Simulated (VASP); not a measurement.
Set up this calculation in VASP 6.6.1, as the native input.

| Quantity | Value |
| --- | --- |
| Task | single point |
| Functional | PBEsol |
| Potentials or basis | VASP PAW PBE potentials, release 64 (Mo_sv, In_d, P) |
| Cutoff | 500 eV |
| k mesh | 3 × 3 × 3 |
| Occupations | gaussian, width 0.05 eV |
| Spin | collinear spin |
| Starting moments | [3.0, 0.0, 0.0, 0.0, 0.0, 0.0, 0.0, 0.0, 0.0, 0.0, 0.0, 0.0, 0.0, 0.0, 0.0, 0.0] μB |
| Hubbard terms | Mo d U = 2.0 eV |
| Dipole correction | no |
| Further INCAR settings | ALGO = Normal; EDIFF = 1e-06; NBANDS = 90 |

The structure of In7MoP8 lies in POSCAR:

```
In7MoP8
1.0
    0.0000000000      5.8687000000      5.8687000000
    5.8687000000      0.0000000000      5.8687000000
    5.8687000000      5.8687000000      0.0000000000
Mo In P
1 7 8
Direct
    0.0000000000      0.0000000000      1.0000000000
    0.0002449734      0.0002449734      0.4997550266
    0.0002449734      0.4997550266      0.0002449734
    0.0002449734      0.4997550266      0.4997550266
    0.4997550266      0.0002449734      0.0002449734
    0.4997550266      0.0002449734      0.4997550266
    0.4997550266      0.4997550266      0.0002449734
    0.5000000000      0.5000000000      0.5000000000
    0.1194114702      0.1194114702      0.1194114702
    0.1194114702      0.1194114702      0.6417655894
    0.1194114702      0.6417655894      0.1194114702
    0.1251860380      0.6249379873      0.6249379873
    0.6417655894      0.1194114702      0.1194114702
    0.6249379873      0.1251860380      0.6249379873
    0.6249379873      0.6249379873      0.1251860380
    0.6249379873      0.6249379873      0.6249379873
```

The input as run:

INCAR

```
  ALGO = Normal
  EDIFF = 1E-6
  ENCUT = 500
  GGA = PS
  GGA_COMPAT = F
  ISIF = 2
  ISMEAR = 0
  ISPIN = 2
  LASPH = T
  LCHARG = F
  LDAU = T
  LDAUJ = 0 0 0
  LDAUL = 2 -1 -1
  LDAUPRINT = 1
  LDAUTYPE = 2
  LDAUU = 2 0 0
  LMAXMIX = 4
  LORBIT = 11
  LREAL = F
  LWAVE = F
  MAGMOM = 3 0 0 0 0 0 0 0 0 0 0 0 0 0 0 0
  NBANDS = 90
  NELM = 200
  PREC = Accurate
  SIGMA = 0.05
```

KPOINTS

```
k-points
0
Gamma
  3 3 3
```

Potentials or basis: VASP PAW PBE potentials, release 64 (Mo_sv, In_d, P).

The run is started by

```bash
$ cat potpaw_PBE.64/Mo_sv/POTCAR potpaw_PBE.64/In_d/POTCAR potpaw_PBE.64/P/POTCAR > POTCAR
$ mpirun -np 1 vasp_std > vasp.out
```

It gave:

```
Pressure                                              : -0.8 GPa
Largest force                                         : 0.066 eV/Å
Band gap on the k mesh                                : 0.06 eV
Net moment                                            : 3.00 μB per cell
Site moments                                          : Mo +2.17; In +0.04, +0.00 (each value once); P -0.04, +0.01 (each value once) μB
Valence electrons inside the program's atomic spheres : Mo 12.32; In 11.47, 11.50 (each value once); P 2.49, 2.50 (each value once)
```

Caveat: semilocal functionals underestimate gaps, and a narrow one can read as zero; the PAW data sets were made with another functional, which shifts forces and pressure a little; spin-orbit coupling is left out, which moves the levels of the heavy elements; an odd mesh through Γ misses points on the zone boundary, where band edges can lie; the U is typed as a test and isn't derived for this compound.

Run time: 11 min on 1 thread of AMD EPYC 7R43 64-Core Processor (Zen 3) (shared host), peak memory 0.8 GiB.
